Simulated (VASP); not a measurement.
# WSe2 in VASP: a series of runs, part 2 of 2

VASP 6.6.1. Earlier steps stand in the parts before.

**3. Single point, PBE+D3(BJ)**

INCAR reads:

```
PREC = Accurate
ENCUT = 520
EDIFF = 1E-7
ISMEAR = 0
SIGMA = 0.05
LREAL = F
LASPH = T
NELM = 80
ALGO = Normal
ISIF = 2
LWAVE = F
LCHARG = F
LDIPOL = T
IDIPOL = 3
DIPOL = 0.5 0.5 0.401
GGA = PE
IVDW = 12
NBANDS = 35
```

KPOINTS reads:

```
regular mesh
0
Gamma
  9 9 1
```

POSCAR reads:

```
WSe2
1.0
    3.2854929596      0.0000000000      0.0000000000
   -1.6427464798      2.8453203669      0.0000000000
    0.0000000000      0.0000000000     24.2386467078
Se W
4 2
Direct
    0.3333333333      0.6666666667      0.1856539292
    0.3333333333      0.6666666667      0.3246601780
    0.6666666667      1.3333333333      0.4777215285
    0.6666666667      1.3333333333      0.6167277773
    0.6666666667      0.3333333333      0.2551570536
    0.3333333333      1.6666666667      0.5472246529
```

Potentials or basis: VASP PAW PBE potentials, release 64 (Se, W_sv).

Started as:

```bash
$ cat potpaw_PBE.64/Se/POTCAR potpaw_PBE.64/W_sv/POTCAR > POTCAR
$ mpirun -np 1 vasp_std > vasp.out
```

OUTCAR:

```text
PREC = Accurate
   ENCUT = 520
   EDIFF = 1E-7
   ISMEAR = 0
   LREAL = F
   LASPH = T
   NELM = 80
   ISIF = 2
   GGA = PE
   IVDW = 12
 IVDW          = 12

 ion  position               nearest neighbor table
   1  0.333  0.667  0.186-   5 2.54   5 2.54   5 2.54
   2  0.333  0.667  0.325-   5 2.54   5 2.54   5 2.54
   3  0.667  0.333  0.478-   6 2.54   6 2.54   6 2.54
   4  0.667  0.333  0.617-   6 2.54   6 2.54   6 2.54
   5  0.667  0.333  0.255-   1 2.54   2 2.54   1 2.54   2 2.54   1 2.54   2 2.54
   6  0.333  0.667  0.547-   3 2.54   4 2.54   3 2.54   4 2.54   3 2.54   4 2.54

  LATTYP: Found a hexagonal cell.
 ALAT       =     3.2854929596
 C/A-ratio  =     7.3774763805

  Lattice vectors:

 A1 = (   3.2854929596,   0.0000000000,   0.0000000000)
 A2 = (  -1.6427464798,   2.8453203669,   0.0000000000)
 A3 = (   0.0000000000,   0.0000000000,  24.2386467078)

Analysis of symmetry for initial positions (statically):
=====================================================================
 Subroutine PRICEL returns:
 Original cell was already a primitive cell.

[... 179 lines left out ...]
      1     -73.1828      2.00000
      2     -73.1828      2.00000
      3     -37.4281      2.00000
      4     -37.4281      2.00000
      5     -37.2944      2.00000
      6     -37.2944      2.00000
[... 445 lines left out ...]
     34       5.7883      0.00000
     35       6.6996      0.00000

------------------------ aborting loop because EDIFF is reached ----------------------------------------

 vacuum level on the upper side and lower side of the slab       (xc-potential included)        -0.084        -0.083

 Edisp (eV)   -2.28613

 E8    (eV) :    -1.0512

  FORCE on cell =-STRESS in cart. coord.  units (eV):
  Direction    XX          YY          ZZ          XY          YZ          ZX
  --------------------------------------------------------------------------------------
  -------------------------------------------------------------------------------------
  Total      -0.00868    -0.00868    -0.44926    -0.00000     0.00000    -0.00000
  in kB      -0.06139    -0.06139    -3.17666    -0.00000     0.00000    -0.00000
  external pressure =       -1.10 kB  Pullay stress =        0.00 kB

 VOLUME and BASIS-vectors are now :
 -----------------------------------------------------------------------------
  energy-cutoff  :      520.00
  volume of cell :      226.59
      direct lattice vectors                 reciprocal lattice vectors
     3.285492960  0.000000000  0.000000000     0.304368328  0.175727136  0.000000000
    -1.642746480  2.845320367  0.000000000     0.000000000  0.351454273  0.000000000
     0.000000000  0.000000000 24.238646708     0.000000000  0.000000000  0.041256429

 POSITION                                       TOTAL-FORCE (eV/Angst)
 -----------------------------------------------------------------------------------
     -0.00000      1.89688      4.50000        -0.000000      0.000000     -0.038535
     -0.00000      1.89688      7.86932        -0.000000     -0.000000      0.147024
      1.64275      0.94844     11.57932        -0.000000      0.000000     -0.147024
      1.64275      0.94844     14.94865         0.000000     -0.000000      0.038535
      1.64275      0.94844      6.18466        -0.000000     -0.000000      0.035967
     -0.00000      1.89688     13.26399         0.000000      0.000000     -0.035967
 -----------------------------------------------------------------------------------
    total drift:                               -0.000000     -0.000000      0.000033

  FREE ENERGIE OF THE ION-ELECTRON SYSTEM (eV)
  ---------------------------------------------------
  free  energy   TOTEN  =       -45.5081537887 eV

  energy  without entropy=      -45.5081537887  energy(sigma->0) =      -45.50815379

 vacuum level on the upper side and lower side of the slab         5.847         5.848
```

OSZICAR:

```text
N       E                     dE             d eps       ncg     rms          rms(c)
DAV:   1     0.464197568110E+03    0.46420E+03   -0.27244E+04  1008   0.130E+03
DAV:   2    -0.132460935320E+02   -0.47744E+03   -0.46244E+03  1073   0.326E+02
DAV:   3    -0.442790133989E+02   -0.31033E+02   -0.30652E+02  1032   0.804E+01
[... 15 lines left out ...]
DAV:  19    -0.432220239787E+02   -0.20983E-04   -0.13866E-06   859   0.293E-03    0.114E-03
DAV:  20    -0.432220276533E+02   -0.36746E-05   -0.19969E-07   821   0.111E-03    0.351E-04
DAV:  21    -0.432220284647E+02   -0.81144E-06   -0.31692E-08   661   0.571E-04    0.154E-04
DAV:  22    -0.432220285952E+02   -0.13052E-06   -0.69573E-09   601   0.268E-04    0.142E-04
DAV:  23    -0.432220286107E+02   -0.15471E-07   -0.12892E-09   507   0.125E-04
   1 F= -.45508154E+02 E0= -.45508154E+02  d E =-.169198E-38
```

stdout:

```text
POSCAR found type information on POSCAR SeW
 POSCAR found :  2 types and       6 ions
 scaLAPACK will be used
 LDA part: xc-table for (Slater+PW92), standard interpolation
 POSCAR, INCAR and KPOINTS ok, starting setup
 FFT: planning ... GRIDC
 FFT: planning ... GRID_SOFT
 FFT: planning ... GRID
 WAVECAR not read
 entering main loop
```

Run time: 75 s. Hardware: 1 thread of Intel Xeon 6975P-C (Granite Rapids), shared host; peak memory 0.35 GiB.

What came out:

| Item | Value |
| --- | --- |
| Free energy | -45.5082 eV |
| Largest force | 0.147 eV/Å |
| Band gap on the k mesh | 1.56 eV, indirect (least direct gap 1.65 eV) |
| Dispersion energy per atom | -0.381 eV |

Forces in eV/Å, atoms in the order of the input:
```
Se   0.000  0.000 -0.039
Se   0.000  0.000  0.147
Se   0.000  0.000 -0.147
Se   0.000  0.000  0.039
W    0.000  0.000  0.036
W    0.000  0.000 -0.036
```

Caveat: spin-orbit coupling is left out, which moves the levels of the heavy elements.

**4. Single point, PBE+D3(BJ)**

INCAR reads:

```
ALGO = Normal ; DIPOL = 0.5 0.5 0.401
EDIFF = 1E-7 ; ENCUT = 520
GGA = PE ; IDIPOL = 3
ISIF = 2 ; ISMEAR = 0
IVDW = 12 ; LASPH = True
LCHARG = False ; LDIPOL = True
LREAL = False ; LWAVE = False
NBANDS = 35 ; NELM = 100
PREC = Accurate ; SIGMA = 0.05
```

KPOINTS reads:

```
k-points
0
Gamma
  9 9 1
```

POSCAR reads:

```
WSe2
1.0
    3.2854929596      0.0000000000      0.0000000000
   -1.6427464798      2.8453203669      0.0000000000
    0.0000000000      0.0000000000     24.2386467078
Se W
4 2
Direct
    0.3333333333      0.6666666667      0.1856539292
    0.3333333333      0.6666666667      0.3246601780
    1.0000000000      1.0000000000      0.4777215285
    1.0000000000      1.0000000000      0.6167277773
    0.6666666667      0.3333333333      0.2551570536
    0.6666666667      1.3333333333      0.5472246529
```

Started as:

```bash
$ cat potpaw_PBE.64/Se/POTCAR potpaw_PBE.64/W_sv/POTCAR > POTCAR
$ mpirun -np 1 vasp_std > vasp.out
```

Run time: 81 s. Hardware: 1 thread of Intel Xeon 6975P-C (Granite Rapids), shared host; peak memory 0.35 GiB.

Results (log left out):

```
Free energy                : -45.4994 eV
Largest force              : 0.124 eV/Å
Band gap on the k mesh     : 1.59 eV, indirect (least direct gap 1.67 eV)
Dispersion energy per atom : -0.381 eV
```

Forces on the atoms (eV/Å):
```
Se   0.000  0.000 -0.041
Se   0.000  0.000  0.124
Se   0.000  0.000 -0.124
Se   0.000  0.000  0.041
W    0.000  0.000  0.039
W    0.000  0.000 -0.039
```

Levels at points of the mesh, in eV from the valence-band top:
| k point | band 22 | band 23 | band 24 | band 25 | band 26 | band 27 | band 28 | band 29 | band 30 | band 31 |
| --- | --- | --- | --- | --- | --- | --- | --- | --- | --- | --- |
| (0.00, 0.00, 0.00) | -1.17 | -1.17 | -1.17 | -0.57 | -0.16 | 2.97 | 2.97 | 3.00 | 3.00 | 3.14 |

Caveat: spin-orbit coupling is left out, which moves the levels of the heavy elements.

**5. Single point, PBE+D3(BJ)**

INCAR reads:

```
SYSTEM = WSe2
ALGO = Normal ; DIPOL = 0.5 0.5 0.401
EDIFF = 1E-6 ; ENCUT = 520
GGA = PE ; IDIPOL = 3
ISIF = 2 ; ISMEAR = 0
IVDW = 12 ; LASPH = .True.
LCHARG = .False. ; LDIPOL = .True.
LREAL = .False. ; LWAVE = .False.
NBANDS = 35 ; NELM = 100
PREC = Accurate ; SIGMA = 0.05
```

KPOINTS reads:

```
k-points
0
Gamma
  9 9 1
  0 0 0
```

POSCAR reads:

```
WSe2
1.0
    3.2854929596      0.0000000000      0.0000000000
   -1.6427464798      2.8453203669      0.0000000000
    0.0000000000      0.0000000000     24.2386467078
Se W
4 2
Direct
    0.3333333333      0.6666666667      0.1856539292
    0.3333333333      0.6666666667      0.3246601780
    0.6666666667      1.3333333333      0.4777215285
    0.6666666667      1.3333333333      0.6167277773
    0.6666666667      0.3333333333      0.2551570536
    0.3333333333      1.6666666667      0.5472246529
```

Started as:

```bash
$ cat potpaw_PBE.64/Se/POTCAR potpaw_PBE.64/W_sv/POTCAR > POTCAR
$ mpirun -np 1 vasp_std > vasp.out
```

It took 68 s on 1 thread of Intel Xeon 6975P-C (Granite Rapids), shared host; peak memory 0.35 GiB.

Results (log left out):

* Free energy: -45.5082 eV
* Largest force: 0.147 eV/Å
* Band gap on the k mesh: 1.56 eV, indirect (least direct gap 1.65 eV)
* Dispersion energy per atom: -0.381 eV

Forces in eV/Å, atoms in the order of the input:
```
Se   0.000  0.000 -0.039
Se   0.000  0.000  0.147
Se   0.000  0.000 -0.147
Se   0.000  0.000  0.039
W    0.000  0.000  0.036
W    0.000  0.000 -0.036
```

Levels at points of the mesh, in eV from the valence-band top:
| k point | band 24 | band 25 | band 26 | band 27 | band 28 | band 29 |
| --- | --- | --- | --- | --- | --- | --- |
| (0.00, 0.00, 0.00) | -1.19 | -0.59 | -0.19 | 2.96 | 2.96 | 2.97 |

Caveat: spin-orbit coupling is left out, which moves the levels of the heavy elements.
